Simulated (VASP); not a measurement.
Set up this calculation in VASP 6.6.1, as the native input.

- Task: single point
- Functional: PBE
- Dispersion: D3(BJ)
- Potentials or basis: VASP PAW PBE potentials, release 64 (C)
- Cutoff: 520 eV
- k mesh: 18 × 18 × 12
- Occupations: fermi-dirac, width 0.15 eV
- Spin: no spin polarisation
- Dipole correction: no
- Further INCAR settings: ALGO = Normal; EDIFF = 1e-06; NBANDS = 11

The structure of C lies in POSCAR:

```
C
1.0
    2.4647511537      0.0000000000      0.0000000000
   -1.2323755769      2.1345371131      0.0000000000
    0.0000000000      0.0000000000      3.5665180227
C
2
Direct
    0.3333333333      0.6666666667      0.0000000000
    0.6666666667      0.3333333333      0.0000000000
```

One way to write it, as run:

INCAR

```
SYSTEM = C
PREC = Accurate
ENCUT = 520
EDIFF = 1E-6
ISMEAR = -1
SIGMA = 0.15
LREAL = .False.
LASPH = .True.
NELM = 100
ALGO = Normal
ISIF = 2
LWAVE = .False.
LCHARG = .False.
GGA = PE
IVDW = 12
NBANDS = 11
```

KPOINTS

```
Automatic mesh
0
Gamma
  18 18 12
  0 0 0
```

Potentials or basis: VASP PAW PBE potentials, release 64 (C).

Command:

```bash
$ cat potpaw_PBE.64/C/POTCAR > POTCAR
$ mpirun -np 1 vasp_std > vasp.out
```

It gave:

```yaml
Pressure: 0.4 GPa
Band_gap_on_the_k_mesh: zero (bands 4 and 5 overlap by 0.93 eV)
Dispersion_energy_per_atom: -0.145 eV
```

Wall time 32 s on 1 thread of Intel(R) Xeon(R) Platinum 8259CL CPU @ 2.50GHz (Skylake/Cascade Lake), on a shared host, peak memory 0.16 GiB.
